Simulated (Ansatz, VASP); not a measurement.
## LiCl in VASP and in Ansatz

```
Li Cl
1.0
     0.00000    2.43652    2.62888
     2.43652    0.00000    2.62888
     2.43652    2.43652    0.00000
Li Cl
1 1
Direct
  0.00000 0.00000 0.00000
  0.50000 0.50000 0.50000
```

Change from the starting cell: strain -0.050 along x and y, +0.025 along z, atoms carried along.

Alike in both runs: task single point; functional PBEsol; k mesh 8 × 8 × 8; occupations gaussian, width 0.05 eV; no spin polarisation.

```csv
,VASP,Ansatz
version,VASP 6.6.1,Ansatz 0.2.0
potentials or method,"VASP PAW PBE potentials, release 64 (Li_sv, Cl), cutoff 520 eV","scalar-relativistic, plane waves, PAW"
valence electrons in the cell,10,10
```

```tsv
	VASP	Ansatz	Ansatz less VASP
gap on the k mesh at the Fermi level (eV)	6.49	6.48	-0.011
least direct gap on the mesh (eV)	6.49	6.48	-0.011
```

VASP's potentials were made for PBE, not for PBEsol.

Noted on VASP's run: the cutoff is short for stress, so the pressure is rough.
